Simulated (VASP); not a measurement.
# TmSb2Cl2 (P4/mmm) in VASP: notebook, part 2 of 2

VASP 6.6.1. The steps go on from the part before.

## Step 3: Single point, PBE

The input, INCAR:

```
PREC = Accurate
ENCUT = 500
EDIFF = 1E-6
ISMEAR = 0
SIGMA = 0.1
LREAL = F
LASPH = T
NELM = 200
ALGO = Normal
ISIF = 2
LWAVE = F
LCHARG = F
GGA = PE
NBANDS = 24
GGA_COMPAT = F
LMAXMIX = 6
```

The input, KPOINTS:

```
Automatic mesh
0
Gamma
  4 4 4
```

The input, POSCAR:

```
TmSb2Cl2
1.0
    4.9483664998      0.0000000000      0.0000000000
    0.0000000000      4.9483664998      0.0000000000
    0.0000000000      0.0000000000      5.8557662480
Tm Sb Cl
1 2 2
Direct
    0.0000000000      0.0000000000      0.0000000000
    0.0000000000      0.5000000000      0.5000000000
    0.5000000000      0.0000000000      0.5000000000
    0.5000000000      0.5000000000      0.2361941618
    0.5000000000      0.5000000000      0.7638058382
```

Potentials or basis: VASP PAW PBE potentials, release 64 (Tm_3, Sb, Cl), 4f in core.

Command:

```bash
> cat potpaw_PBE.64/Tm_3/POTCAR potpaw_PBE.64/Sb/POTCAR potpaw_PBE.64/Cl/POTCAR > POTCAR
> mpirun -np 1 vasp_std > vasp.out
```

OUTCAR:

```text
PREC = Accurate
   ENCUT = 500
   EDIFF = 1E-6
   ISMEAR = 0
   LREAL = F
   LASPH = T
   NELM = 200
   ISIF = 2
   GGA = PE

 ion  position               nearest neighbor table
   1  0.000  0.000  0.000-
   2  0.000  0.500  0.500-   4 2.92   5 2.92   4 2.92   5 2.92   3 3.50   3 3.50   3 3.50   3 3.50

   3  0.500  0.000  0.500-   4 2.92   5 2.92   4 2.92   5 2.92   2 3.50   2 3.50   2 3.50   2 3.50

   4  0.500  0.500  0.236-   2 2.92   3 2.92   3 2.92   2 2.92
   5  0.500  0.500  0.764-   2 2.92   3 2.92   3 2.92   2 2.92

  LATTYP: Found a simple tetragonal cell.
 ALAT       =     4.9483664998
 C/A-ratio  =     1.1833735937

  Lattice vectors:

 A1 = (   4.9483664998,   0.0000000000,   0.0000000000)
 A2 = (   0.0000000000,   4.9483664998,   0.0000000000)
 A3 = (   0.0000000000,   0.0000000000,   5.8557662480)

Analysis of symmetry for initial positions (statically):
=====================================================================
 Subroutine PRICEL returns:
 Original cell was already a primitive cell.

 Routine SETGRP: Setting up the symmetry group for a
 simple tetragonal supercell.

 Subroutine GETGRP returns: Found 16 space group operations
 (whereof 16 operations were pure point group operations)
 out of a pool of 16 trial point group operations.

The static configuration has the point symmetry D_4h.

Analysis of symmetry for dynamics (positions and initial velocities):
=====================================================================
 Subroutine PRICEL returns:
 Original cell was already a primitive cell.

 Routine SETGRP: Setting up the symmetry group for a
 simple tetragonal supercell.

 Subroutine GETGRP returns: Found 16 space group operations
 (whereof 16 operations were pure point group operations)
 out of a pool of 16 trial point group operations.

The dynamic configuration has the point symmetry D_4h.
[... 115 lines left out ...]
   IALGO  =     38    algorithm
   IMIX   =      4    mixing-type and parameters
     AMIX     =   0.40;   BMIX     =  1.00
     AMIX_MAG =   1.60;   BMIX_MAG =  1.00
  volume/ion in A,a.u.               =      28.68       193.52
  Fermi-wavevector in a.u.,A,eV,Ry     =   1.003253  1.895873 13.694481  1.006516
  Thomas-Fermi vector in A             =   2.135793
   LORBIT       =      0    0 simple, 1 ext, 2 COOP (PROOUT), +10 PAW based schemes
   GGA     = PE    functional components
   LHFCALC =     F    Hartree Fock is set to
   AEXX    =    0.0000 exact exchange contribution
   IVDW    =     0    specifies the selected vdW correction
   LEPSILON=     F    determine dielectric tensor
   LRPA    =     F    only Hartree local field effects (RPA)
 non-spin polarized calculation
 Gauss-broadening in eV      SIGMA  =   0.10
  energy-cutoff  :      500.00
  volume of cell :      143.39
 maximum number of plane-waves:      3688
   NGX = 19   NGY = 19   NGZ = 21

 number of electron      33.0000004 magnetization

 Free energy of the ion-electron system (eV)
  ---------------------------------------------------
  ext. energy  EPLUGINS =         0.00000000
  ---------------------------------------------------
  free energy    TOTEN  =       -15.73018495 eV

  energy without entropy =      -15.70955624  energy(sigma->0) =      -15.71987060

 E-fermi :   5.2003     XC(G=0):  -9.2830

 val. band max:        5.1959832118   @ k =   0.2500   0.2500   0.0000
 cond. band min:       5.2184109371   @ k =   0.2500   0.2500   0.2500
 fundamental gap:      0.0224277253
 Fermi energy:         5.2002930125

 k-point     1 :       0.0000    0.0000    0.0000
  band No.  band energies     occupation
      1     -22.5424      2.00000
      2     -22.5424      2.00000
      3     -22.4731      2.00000
      4     -11.7982      2.00000
      5     -10.5723      2.00000
      6      -4.9896      2.00000
[... 475 lines left out ...]
     23       7.0279      0.00000
     24       7.2274      0.00000

------------------------ aborting loop because EDIFF is reached ----------------------------------------

  FORCE on cell =-STRESS in cart. coord.  units (eV):
  Direction    XX          YY          ZZ          XY          YZ          ZX
  --------------------------------------------------------------------------------------
  -------------------------------------------------------------------------------------
  Total       -0.1507835     -0.1507835     -0.3423292      0.0000000     -0.0000000      0.0000000
  in kB       -1.6848330     -1.6848330     -3.8251375      0.0000000     -0.0000000      0.0000000
  external PRESSURE =      -2.3982679 kB  Pullay stress =       0.0000000 kB

 VOLUME and BASIS-vectors are now :
 -----------------------------------------------------------------------------
  energy-cutoff  :      500.00
  volume of cell :      143.39
      direct lattice vectors                 reciprocal lattice vectors
     4.948366500  0.000000000  0.000000000     0.202086891  0.000000000  0.000000000
     0.000000000  4.948366500  0.000000000     0.000000000  0.202086891  0.000000000
     0.000000000  0.000000000  5.855766248     0.000000000  0.000000000  0.170771844

 POSITION                                       TOTAL-FORCE (eV/Angst)
 -----------------------------------------------------------------------------------
      0.00000      0.00000      0.00000         0.000000      0.000000      0.000000
      0.00000      2.47418      2.92788         0.000000      0.000000      0.000000
      2.47418      0.00000      2.92788         0.000000      0.000000      0.000000
      2.47418      2.47418      1.38310         0.000000      0.000000      0.027401
      2.47418      2.47418      4.47267         0.000000     -0.000000     -0.027401
 -----------------------------------------------------------------------------------
    total drift:                                0.000000      0.000000      0.000000

  FREE ENERGIE OF THE ION-ELECTRON SYSTEM (eV)
  ---------------------------------------------------
  free  energy   TOTEN  =       -15.7301849524 eV

  energy  without entropy=      -15.7095562433  energy(sigma->0) =      -15.71987060
```

OSZICAR:

```text
N       E                     dE             d eps       ncg     rms          rms(c)
DAV:   1     0.242402884115E+03    0.24240E+03   -0.12142E+04   880   0.112E+03
DAV:   2     0.178438810809E+02   -0.22456E+03   -0.21229E+03  1136   0.308E+02
DAV:   3    -0.147805898189E+02   -0.32624E+02   -0.30914E+02  1208   0.871E+01
DAV:   4    -0.165710129343E+02   -0.17904E+01   -0.17575E+01  1200   0.244E+01
DAV:   5    -0.166519624754E+02   -0.80950E-01   -0.80799E-01  1160   0.498E+00    0.143E+01
DAV:   6    -0.157802915269E+02    0.87167E+00   -0.17435E+00  1304   0.597E+00    0.831E+00
DAV:   7    -0.157377925714E+02    0.42499E-01   -0.39952E-01  1296   0.296E+00    0.257E+00
DAV:   8    -0.157319926122E+02    0.58000E-02   -0.67907E-02  1216   0.130E+00    0.620E-01
DAV:   9    -0.157306465008E+02    0.13461E-02   -0.18335E-02  1320   0.676E-01    0.168E-01
DAV:  10    -0.157301273612E+02    0.51914E-03   -0.19436E-03  1312   0.221E-01    0.917E-02
DAV:  11    -0.157301790740E+02   -0.51713E-04   -0.19724E-04  1104   0.759E-02    0.229E-02
DAV:  12    -0.157301845593E+02   -0.54854E-05   -0.11529E-05  1304   0.200E-02    0.790E-03
DAV:  13    -0.157301849524E+02   -0.39302E-06   -0.15114E-06   840   0.772E-03
   1 F= -.15730185E+02 E0= -.15719871E+02  d E =-.206287E-01
```

It took 46 s on 1 thread of Intel Xeon Platinum 8488C (Sapphire Rapids), shared host; peak memory 0.27 GiB.

What came out:

| Quantity | Value |
| --- | --- |
| Free energy | -15.7302 eV |
| Pressure | -0.2 GPa |
| Largest force | 0.027 eV/Å |
| Band gap on the k mesh | zero (an odd number of electrons rules out a gap without spin polarisation) |

Forces on the atoms (eV/Å):
```
Tm   0.000  0.000  0.000
Sb   0.000  0.000  0.000
Sb   0.000  0.000  0.000
Cl   0.000  0.000  0.027
Cl   0.000  0.000 -0.027
```

Levels at points of the mesh, in eV from the Fermi level:
| k point | band 13 | band 14 | band 15 | band 16 | band 17 | band 18 | band 19 | band 20 | band 21 | band 22 |
| --- | --- | --- | --- | --- | --- | --- | --- | --- | --- | --- |
| (0.00, 0.00, 0.00) | -2.51 | -1.36 | -1.00 | -1.00 | -0.40 | -0.37 | 0.46 | 0.93 | 1.30 | 1.33 |
| (0.50, 0.00, 0.00) | -2.18 | -1.90 | -1.44 | -1.43 | -0.01 | 0.51 | 0.73 | 0.74 | 0.94 | 1.85 |
| (0.50, 0.50, 0.00) | -3.68 | -1.90 | -0.47 | 0.27 | 0.27 | 1.17 | 1.54 | 1.95 | 1.97 | 2.28 |
| (0.00, 0.00, 0.50) | -3.67 | -3.41 | -1.63 | -0.95 | -0.95 | 1.08 | 1.38 | 1.51 | 1.51 | 2.39 |
| (0.50, 0.00, 0.50) | -3.05 | -1.77 | -1.64 | -1.24 | -0.60 | 0.80 | 0.85 | 1.40 | 1.47 | 1.78 |
| (0.50, 0.50, 0.50) | -3.00 | -3.00 | -0.88 | 0.69 | 0.71 | 0.71 | 1.28 | 1.40 | 1.40 | 1.68 |

Caveat: spin-orbit coupling is left out, which moves the levels of the heavy elements; the 4f electrons are frozen in the core, so they carry no moment and show no levels; an odd number of electrons without spin polarisation forces a metal; a magnetic or distorted state may lie lower; the run has no spin polarisation, though such a crystal can be magnetic. With open d or f shells a metallic result of PBE can be an artefact of self-interaction; +U or a hybrid may open a gap.

The gap in the log of VASP goes by the Fermi energy; the results here count the filled bands.